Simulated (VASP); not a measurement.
Runs of VASP 6.6.1 on ZnS. The structure is that of space group P6_3mc (No. 186), or close to it. The cells are those of the table. 

```csv
cell,gap on the mesh (eV),pressure (GPa),largest force (eV/Å)
"a = 3.948, b = 3.948, c = 6.304 Å, angles 90.0, 90.0, 120.0°, 4 atoms",1.89,-3.0,(b)
"a = 3.794, b = 3.794, c = 6.304 Å, angles 90.0, 90.0, 120.0°, 4 atoms",2.17,2.2,0.09
"a = 3.743, b = 3.743, c = 6.304 Å, angles 90.0, 90.0, 120.0°, 4 atoms",2.26,4.5,0.21
"a = 3.999, b = 3.999, c = 6.304 Å, angles 90.0, 90.0, 120.0°, 4 atoms",(a),-4.3,0.16
"a = 3.897, b = 3.897, c = 6.304 Å, angles 90.0, 90.0, 120.0°, 4 atoms",1.99,-1.6,0.07
```

Alike in all rows: task single point; level PBE; potentials or basis VASP PAW PBE potentials, release 64 (Zn, S); no spin polarisation; k mesh 9 × 9 × 4; cutoff (eV) 520; smearing gaussian 0.05 eV.

**Question.** Estimate the missing entries.

**Answer.** (a) 1.76; (b) 0.12.

